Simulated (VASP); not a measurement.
# In2O3 (R-3c) in VASP: a series of runs, part 2 of 2

VASP 6.6.1. Earlier steps stand in the parts before.

**3. Single point, PBE**

This run uses another cell than the first one, of 12.75 Å³/atom, 1.031 times its volume.

File INCAR:

```
  PREC = Accurate
  ENCUT = 520
  EDIFF = 1E-6
  ISMEAR = -1
  SIGMA = 0.02
  LREAL = F
  LASPH = T
  NELM = 60
  ALGO = Normal
  ISIF = 2
  LWAVE = F
  LCHARG = T
  GGA = PE
  LELF = T
  LVHAR = T
  NBANDS = 55
```

File KPOINTS:

```
regular mesh
0
Gamma
  6 6 6
```

File POSCAR:

```
In2O3
1.0
    2.7539046504      1.5899675912      4.8534590699
   -2.7539046504      1.5899675912      4.8534590699
    0.0000000000     -3.1799351824      4.8534590699
In O
4 6
Direct
    0.6429176717      0.6429176717      0.6429176717
    0.8570823283      0.8570823283      0.8570823283
    0.3570823283      0.3570823283      0.3570823283
    0.1429176717      0.1429176717      0.1429176717
    0.0465924750      0.7500000000      0.4534075250
    0.7500000000      0.4534075250      0.0465924750
    0.4534075250      0.0465924750      0.7500000000
    0.9534075250      0.2500000000      0.5465924750
    0.5465924750      0.9534075250      0.2500000000
    0.2500000000      0.5465924750      0.9534075250
```

Potentials or basis: VASP PAW PBE potentials, release 64 (In_d, O).

Launch:

```
> cat potpaw_PBE.64/In_d/POTCAR potpaw_PBE.64/O/POTCAR > POTCAR
> mpirun -np 1 vasp_std > vasp.out
```

OUTCAR:

```text
PREC = Accurate
   ENCUT = 520
   EDIFF = 1E-6
   ISMEAR = -1
   LREAL = F
   LASPH = T
   NELM = 60
   ISIF = 2
   GGA = PE

 ion  position               nearest neighbor table
   1  0.643  0.643  0.643-  10 2.13   9 2.13   8 2.13   6 2.26   5 2.26   7 2.26   2 3.12   3 3.25
                             3 3.25   3 3.25   2 3.62   2 3.62   2 3.62   4 4.00   4 4.00   4 4.00
   2  0.857  0.857  0.857-   8 2.13   9 2.13  10 2.13   5 2.26   6 2.26   7 2.26   1 3.12   4 3.25
                             4 3.25   4 3.25   1 3.62   1 3.62   1 3.62   3 4.00   3 4.00   3 4.00
   3  0.357  0.357  0.357-   6 2.13   7 2.13   5 2.13  10 2.26   8 2.26   9 2.26   4 3.12   1 3.25
                             1 3.25   1 3.25   4 3.62   4 3.62   4 3.62   2 4.00   2 4.00   2 4.00
   4  0.143  0.143  0.143-   5 2.13   7 2.13   6 2.13   8 2.26  10 2.26   9 2.26   3 3.12   2 3.25
                             2 3.25   2 3.25   3 3.62   3 3.62   3 3.62   1 4.00   1 4.00   1 4.00
   5  0.047  0.750  0.453-   4 2.13   3 2.13   2 2.26   1 2.26
   6  0.750  0.453  0.047-   3 2.13   4 2.13   1 2.26   2 2.26
   7  0.453  0.047  0.750-   3 2.13   4 2.13   1 2.26   2 2.26
   8  0.953  0.250  0.547-   2 2.13   1 2.13   4 2.26   3 2.26
   9  0.547  0.953  0.250-   1 2.13   2 2.13   3 2.26   4 2.26
  10  0.250  0.547  0.953-   1 2.13   2 2.13   3 2.26   4 2.26

  LATTYP: Found a trigonal (rhomboedric) cell.
 ALAT       =     5.8024178329
 COS(alpha) =     0.5494844392

  Lattice vectors:

 A1 = (   2.7539046504,   1.5899675912,   4.8534590699)
 A2 = (  -2.7539046504,   1.5899675912,   4.8534590699)
 A3 = (   0.0000000000,  -3.1799351824,   4.8534590699)

Analysis of symmetry for initial positions (statically):
=====================================================================
 Subroutine PRICEL returns:
 Original cell was already a primitive cell.

 Routine SETGRP: Setting up the symmetry group for a
 trigonal (rhombohedral) supercell.

 Subroutine GETGRP returns: Found 12 space group operations
 (whereof  6 operations were pure point group operations)
 out of a pool of 12 trial point group operations.

The static configuration has the point symmetry S_6 .
[... 155 lines left out ...]
   LORBIT       =      0    0 simple, 1 ext, 2 COOP (PROOUT), +10 PAW based schemes
   GGA     = PE    functional components
   LHFCALC =     F    Hartree Fock is set to
   AEXX    =    0.0000 exact exchange contribution
   IVDW    =     0    specifies the selected vdW correction
   LEPSILON=     F    determine dielectric tensor
   LRPA    =     F    only Hartree local field effects (RPA)
 non-spin polarized calculation
  energy-cutoff  :      520.00
  volume of cell :      127.51
 maximum number of plane-waves:      3448
 NGX is ok and might be reduce to    48
   NGX = 21   NGY = 21   NGZ = 21

 number of electron      88.0000009 magnetization

 Free energy of the ion-electron system (eV)
  ---------------------------------------------------
  ext. energy  EPLUGINS =         0.00000000
  ---------------------------------------------------
  free energy    TOTEN  =       -55.36118364 eV

  energy without entropy =      -55.36118364  energy(sigma->0) =      -55.36118364

 E-fermi :   6.0184     XC(G=0): -11.1753

 val. band max:        5.4979484284   @ k =   0.3333   0.0000  -0.0000
 cond. band min:       6.7157138026   @ k =   0.0000   0.0000   0.0000
 fundamental gap:      1.2177653742
 Fermi energy:         6.0184405679

 k-point     1 :       0.0000    0.0000    0.0000
  band No.  band energies     occupation
      1     -12.0827      2.00000
      2     -11.2109      2.00000
      3     -11.2109      2.00000
      4     -10.9968      2.00000
      5     -10.9968      2.00000
      6     -10.9097      2.00000
[... 1381 lines left out ...]
     54      16.0747      0.00000
     55      16.7310      0.00000

 [... further k-points ...]
[... 5 lines left out ...]
  --------------------------------------------------------------------------------------
  -------------------------------------------------------------------------------------
  Total        5.6703575      5.6703575      5.0423853      0.0000000      0.0000000      0.0000000
  in kB       71.2494029     71.2494029     63.3587816      0.0000000      0.0000000      0.0000000
  external PRESSURE =      68.6191958 kB  Pullay stress =       0.0000000 kB

 VOLUME and BASIS-vectors are now :
 -----------------------------------------------------------------------------
  energy-cutoff  :      520.00
  volume of cell :      127.51
      direct lattice vectors                 reciprocal lattice vectors
     2.753904650  1.589967591  4.853459070     0.181560389  0.104823940  0.068679539
    -2.753904650  1.589967591  4.853459070    -0.181560389  0.104823940  0.068679539
     0.000000000 -3.179935182  4.853459070     0.000000000 -0.209647879  0.068679539

 POSITION                                       TOTAL-FORCE (eV/Angst)
 -----------------------------------------------------------------------------------
      0.00000      0.00000      9.36112         0.000000      0.000000     -0.091015
      0.00000      0.00000     12.47944         0.000000      0.000000      0.091015
      0.00000      0.00000      5.19925         0.000000     -0.000000      0.091015
      0.00000      0.00000      2.08094         0.000000     -0.000000     -0.091015
     -1.93712     -0.17525      6.06682        -0.003973     -0.006881      0.000000
      0.81679      1.76522      6.06682        -0.003973      0.006881      0.000000
      1.12033     -1.58997      6.06682         0.007946      0.000000     -0.000000
      1.93712      0.17525      8.49355         0.003973      0.006881      0.000000
     -1.12033      1.58997      8.49355        -0.007946      0.000000     -0.000000
     -0.81679     -1.76522      8.49355         0.003973     -0.006881      0.000000
 -----------------------------------------------------------------------------------
    total drift:                                0.000000      0.000000      0.000000

  FREE ENERGIE OF THE ION-ELECTRON SYSTEM (eV)
  ---------------------------------------------------
  free  energy   TOTEN  =       -55.3611836415 eV

  energy  without entropy=      -55.3611836415  energy(sigma->0) =      -55.36118364
```

Wall time 10 min (1 thread of Intel Xeon 8259CL, shared host); peak memory 0.4 GiB.

Results:

```yaml
Free_energy: -55.3612 eV
Pressure: 6.9 GPa
Largest_force: 0.091 eV/Å
Band_gap_on_the_k_mesh: 1.22 eV, indirect (least direct gap 1.26 eV)
```

Forces on the atoms (eV/Å):
```
In   0.000  0.000 -0.091
In   0.000  0.000  0.091
In   0.000  0.000  0.091
In   0.000  0.000 -0.091
O   -0.004 -0.007  0.000
O   -0.004  0.007  0.000
O    0.008  0.000  0.000
O    0.004  0.007  0.000
O   -0.008  0.000  0.000
O    0.004 -0.007  0.000
```

Levels at points of the mesh, in eV from the valence-band top:
| k point | band 42 | band 43 | band 44 | band 45 | band 46 | band 47 |
| --- | --- | --- | --- | --- | --- | --- |
| (0.00, 0.00, 0.00) | -0.26 | -0.05 | -0.05 | 1.22 | 5.51 | 6.19 |
| (0.50, 0.00, 0.00) | -0.73 | -0.06 | -0.06 | 4.90 | 4.90 | 5.84 |
| (0.50, 0.50, 0.00) | -0.33 | -0.08 | -0.04 | 5.12 | 5.47 | 6.40 |
| (0.50, 0.50, 0.50) | -0.19 | -0.19 | -0.19 | 4.35 | 4.35 | 7.10 |

Caveat: spin-orbit coupling is left out, which moves the levels of the heavy elements.

**4. Single point, PBE (strain +1.0%)**

File INCAR:

```
SYSTEM = In2O3
ALGO = Normal
EDIFF = 1E-7
ENCUT = 520
GGA = PE
ISIF = 2
ISMEAR = -1
LASPH = .TRUE.
LCHARG = .FALSE.
LREAL = .FALSE.
LWAVE = .FALSE.
NBANDS = 55
NELM = 100
PREC = Accurate
SIGMA = 0.02
```

File KPOINTS:

```
k-points
0
G
  6 6 6
  0 0 0
```

File POSCAR:

```
In2O3
1.0
    2.7814436969      1.6058672672      4.9019936606
   -2.7814436969      1.6058672672      4.9019936606
    0.0000000000     -3.2117345343      4.9019936606
In O
4 6
Direct
    0.6433033904      0.6433033904      0.6433033904
    0.8566966096      0.8566966096      0.8566966096
    0.3566966096      0.3566966096      0.3566966096
    0.1433033904      0.1433033904      0.1433033904
    0.0468720687      0.7500000000      0.4531279313
    0.7500000000      0.4531279313      0.0468720687
    0.4531279313      0.0468720687      0.7500000000
    0.9531279313      0.2500000000      0.5468720687
    0.5468720687      0.9531279313      0.2500000000
    0.2500000000      0.5468720687      0.9531279313
```

Launch:

```
> cat potpaw_PBE.64/In_d/POTCAR potpaw_PBE.64/O/POTCAR > POTCAR
> mpirun -np 1 vasp_std > vasp.out
```

Wall time 11 min (1 thread of Intel Xeon 8259CL, shared host); peak memory 0.41 GiB.

It converged, with:

```
Free energy            : -55.4659 eV
Pressure               : 1.7 GPa
Largest force          : 0.090 eV/Å
Band gap on the k mesh : 1.02 eV, indirect (least direct gap 1.09 eV)
```

Forces in eV/Å, atoms in the order of the input:
```
In   0.000  0.000 -0.090
In   0.000  0.000  0.090
In   0.000  0.000  0.090
In   0.000  0.000 -0.090
O   -0.002 -0.003  0.000
O   -0.002  0.003  0.000
O    0.004  0.000  0.000
O    0.002  0.003  0.000
O   -0.004  0.000  0.000
O    0.002 -0.003  0.000
```

Stress tensor (GPa, compression positive):
```
1.64 0.00 0.00
0.00 1.64 0.00
0.00 0.00 1.88
```

Levels at points of the mesh, in eV from the valence-band top:
| k point | band 42 | band 43 | band 44 | band 45 | band 46 | band 47 |
| --- | --- | --- | --- | --- | --- | --- |
| (0.00, 0.00, 0.00) | -0.24 | -0.07 | -0.07 | 1.02 | 5.37 | 5.93 |
| (0.50, 0.00, 0.00) | -0.73 | -0.06 | -0.06 | 4.69 | 4.69 | 5.61 |
| (0.50, 0.50, 0.00) | -0.34 | -0.09 | -0.04 | 4.87 | 5.25 | 6.13 |
| (0.50, 0.50, 0.50) | -0.19 | -0.19 | -0.19 | 4.16 | 4.16 | 6.80 |

Caveat: the cell differs from its parent crystal (strain +1.0%); spin-orbit coupling is left out, which moves the levels of the heavy elements. A k mesh can miss the band edges.

**5. Single point, PBE (strain +2.0%)**

File INCAR:

```
ALGO = Normal ; EDIFF = 1E-6
ENCUT = 520 ; GGA = PE
ISIF = 2 ; ISMEAR = -1
LASPH = T ; LCHARG = T
LELF = T ; LREAL = F
LVHAR = T ; LWAVE = F
NBANDS = 55 ; NELM = 80
PREC = Accurate ; SIGMA = 0.02
```

File KPOINTS:

```
k-points
0
Gamma
  6 6 6
```

File POSCAR:

```
In2O3
1.0
    2.8089827434      1.6217669431      4.9505282513
   -2.8089827434      1.6217669431      4.9505282513
    0.0000000000     -3.2435338861      4.9505282513
In O
4 6
Direct
    0.6436585555      0.6436585555      0.6436585555
    0.8563414445      0.8563414445      0.8563414445
    0.3563414445      0.3563414445      0.3563414445
    0.1436585555      0.1436585555      0.1436585555
    0.0470383118      0.7500000000      0.4529616882
    0.7500000000      0.4529616882      0.0470383118
    0.4529616882      0.0470383118      0.7500000000
    0.9529616882      0.2500000000      0.5470383118
    0.5470383118      0.9529616882      0.2500000000
    0.2500000000      0.5470383118      0.9529616882
```

Launch:

```
> cat potpaw_PBE.64/In_d/POTCAR potpaw_PBE.64/O/POTCAR > POTCAR
> mpirun -np 1 vasp_std > vasp.out
```

It took 11 min on 1 thread of Intel Xeon 8259CL, shared host; peak memory 0.41 GiB.

It converged, with:

* Free energy: -55.4553 eV
* Pressure: -2.7 GPa
* Largest force: 0.086 eV/Å
* Band gap on the k mesh: 0.83 eV, indirect (least direct gap 0.92 eV)

Forces on the atoms (eV/Å):
```
In   0.000  0.000 -0.086
In   0.000  0.000  0.086
In   0.000  0.000  0.086
In   0.000  0.000 -0.086
O    0.000  0.000  0.000
O    0.000  0.000  0.000
O    0.001  0.000  0.000
O    0.000  0.000  0.000
O   -0.001  0.000  0.000
O    0.000  0.000  0.000
```

Stress tensor (GPa, compression positive):
```
-3.07  0.00  0.00
 0.00 -3.07  0.00
 0.00  0.00 -1.99
```

Levels at points of the mesh, in eV from the valence-band top:
```
           k point  band 42  band 43  band 44  band 45  band 46  band 47
(0.00, 0.00, 0.00)    -0.23    -0.10    -0.10     0.83     5.22     5.66
(0.50, 0.00, 0.00)    -0.72    -0.06    -0.06     4.47     4.47     5.38
(0.50, 0.50, 0.00)    -0.35    -0.10    -0.05     4.63     5.04     5.87
(0.50, 0.50, 0.50)    -0.19    -0.19    -0.19     3.96     3.96     6.51
```

Caveat: the cell differs from its parent crystal (strain +2.0%); spin-orbit coupling is left out, which moves the levels of the heavy elements. A k mesh can miss the band edges.

**6. Overview**

```csv
cell,gap on the mesh (eV),pressure (GPa),largest force (eV/Å)
"a = 5.744 Å, angles 56.7°, 10 atoms",1.42,12.8,0.10
"a = 5.802 Å, angles 56.7°, 10 atoms",1.22,6.9,0.09
"a = 5.860 Å, angles 56.7°, 10 atoms",1.02,1.7,0.09
"a = 5.918 Å, angles 56.7°, 10 atoms",0.83,-2.7,0.09
```

Alike in all rows: task single point; level PBE; potentials or basis VASP PAW PBE potentials, release 64 (In_d, O); no spin polarisation; k mesh 6 × 6 × 6; cutoff (eV) 520; smearing fermi-dirac 0.02 eV.

Caveats: spin-orbit coupling is left out, which moves the levels of the heavy elements.

Absolute energies hang on the potentials; compare differences alone.
